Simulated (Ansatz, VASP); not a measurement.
# One calculation of W, two programs

The input POSCAR:

```
W
1.0
    0.0000000000      2.2583750000      2.0300000000
    2.0300000000      0.0000000000      2.0300000000
    2.0300000000      2.2583750000      0.0000000000
W
1
Direct
    0.0000000000      0.0000000000      0.0000000000
```

INCAR.step1

```
PREC     = Accurate       # precision mode
ENCUT    = 520            # plane-wave cutoff, eV
ISMEAR   = 0              # smearing method
SIGMA    = 0.15           # smearing width, eV
LREAL    = False          # projectors in reciprocal space
LASPH    = True           # aspherical terms in the spheres
NELM     = 60             # most SCF steps
NBANDS   = 13             # bands
GGA      = PE             # functional
ALGO     = Normal         # electronic algorithm
EDIFF    = 1E-4           # SCF threshold, eV
LWAVE    = True           # write WAVECAR
LCHARG   = False          # write CHGCAR
```

Contents of INCAR.step2:

```
PREC     = Accurate       # precision mode
ENCUT    = 520            # plane-wave cutoff, eV
EDIFF    = 1E-6           # SCF threshold, eV
ISMEAR   = 0              # smearing method
SIGMA    = 0.15           # smearing width, eV
LREAL    = False          # projectors in reciprocal space
LASPH    = True           # aspherical terms in the spheres
NELM     = 60             # most SCF steps
ALGO     = Normal         # electronic algorithm
ISIF     = 2              # what is computed and relaxed
LWAVE    = False          # write WAVECAR
LCHARG   = False          # write CHGCAR
METAGGA  = R2SCAN         # meta-GGA
LMIXTAU  = True         
NBANDS   = 13             # bands
ISTART   = 1
```

File KPOINTS:

```
Automatic mesh
0
Gamma
  20 20 20
```

Input for Ansatz:

```yaml
crystal:
  lattice:
    - [0.0, 2.258375, 2.03]
    - [2.03, 0.0, 2.03]
    - [2.03, 2.258375, 0.0]
  atoms:
    - { symbol: W, position: [0.0, 0.0, 0.0] }
basis:
  ecutwfc: 500
kpoints:
  mp_grid: { grid: [20, 20, 20] }
hamiltonian:
  xc: r2scan
scf:
  occupations: { method: gaussian, width: 0.15 }
output:
  forces: true
  stress: true
  eigenvalues: true
```

Change from the starting cell: strain +0.1125 x Voigt [0, 1, 0, 0, 0, 0], atoms carried along.

Alike in both runs: task single point; functional r2SCAN; k mesh 20 × 20 × 20; occupations gaussian, width 0.15 eV; no spin polarisation.

|  | VASP | Ansatz |
| --- | --- | --- |
| version | VASP 6.6.1 | Ansatz 0.2.0 |
| potentials or method | VASP PAW PBE potentials, release 64 (W_sv), cutoff 520 eV | scalar-relativistic, plane waves, PAW |
| valence electrons in the cell | 14 | 14 |

```tsv
	VASP	Ansatz	Ansatz less VASP
gap on the k mesh at the Fermi level (eV)	none	none	-
pressure (GPa)	-30.8	-31.4	-0.52
traceless stress, the component that is largest in VASP (GPa)	9.25	9.23	-0.020
```

VASP's potentials were made for PBE, not for r2SCAN. A gap of «none» marks a metal or a gap that the smearing closes. Both programs put the cell under strong tension, so it lies far from rest at this level. With one functional, cell and mesh, what is left measures potentials, basis and numerics.

Neither program's run includes spin-orbit coupling. Noted on VASP's run: the cell as given lies far from equilibrium.
